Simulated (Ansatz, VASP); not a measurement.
## CdSe in VASP and in Ansatz

Contents of INCAR:

```
SYSTEM = CdSe
  PREC = Accurate
  ENCUT = 520
  EDIFF = 1E-6
  ISMEAR = -1
  SIGMA = 0.02
  LREAL = .False.
  LASPH = .True.
  NELM = 150
  ALGO = Normal
  ISIF = 2
  LWAVE = .False.
  LCHARG = .False.
  MAGMOM = 0 0 0 0 0 0
  LORBIT = 11
  LSORBIT = .True.
  GGA_COMPAT = .False.
  LORBMOM = .True.
  GGA = PE
  NBANDS = 30
```

Contents of KPOINTS:

```
regular mesh
0
Gamma
  8 8 8
  0 0 0
```

File POSCAR:

```
CdSe
1.0
    0.0000000000      2.8429457880      2.8429457880
    2.8429457880      0.0000000000      2.8429457880
    2.8429457880      2.8429457880      0.0000000000
Cd Se
1 1
Direct
    0.0000000000      0.0000000000      0.0000000000
    0.5000000000      0.5000000000      0.5000000000
```

Input for Ansatz:

```yaml
crystal:
  lattice:
    - [0.0, 2.842945788, 2.842945788]
    - [2.842945788, 0.0, 2.842945788]
    - [2.842945788, 2.842945788, 0.0]
  atoms:
    - { symbol: Cd, position: [0.0, 0.0, 0.0] }
    - { symbol: Se, position: [0.5, 0.5, 0.5] }
kpoints:
  mp_grid: { grid: [8, 8, 8] }
  band_path:
    path:
      - [0.0, 0.0, 0.0]
      - [0.5, 0.0, 0.5]
      - [0.625, 0.25, 0.625]
      - [0.375, 0.375, 0.75]
      - [0.5, 0.5, 0.5]
      - [0.5, 0.25, 0.75]
      - [0.1875, 0.1875, 0.375]
    npoints: 1
hamiltonian:
  xc: pbe
scf:
  occupations: { method: fermi_dirac, width: 0.02 }
  n_extra_bands: 8
magnetization:
  noncollinear: true
  spin_orbit: true
output:
  forces: true
  stress: true
  eigenvalues: true
```

Alike in both runs: task single point; functional PBE; k mesh 8 × 8 × 8; occupations fermi-dirac, width 0.02 eV; non-collinear spin, spin-orbit coupling.

|  | VASP | Ansatz |
| --- | --- | --- |
| version | VASP 6.6.1 | Ansatz 0.2.0 |
| potentials or method | VASP PAW PBE potentials, release 64 (Cd, Se) | plane waves, PAW |
| plane-wave cutoff (eV) | 520 | 420 |
| valence electrons in the cell | 18 | 36 |

```tsv
	VASP	Ansatz	Ansatz less VASP
pressure (GPa)	2.1	1.7	-0.39
net moment per atom (μB)	0.00	0.00	0.000
```

The functional is the same, so the differences come from potentials, cutoffs and numerics. VASP's potentials hold 18 valence electrons a cell and Ansatz's 36, so a difference there can come from the potentials and not from the codes.
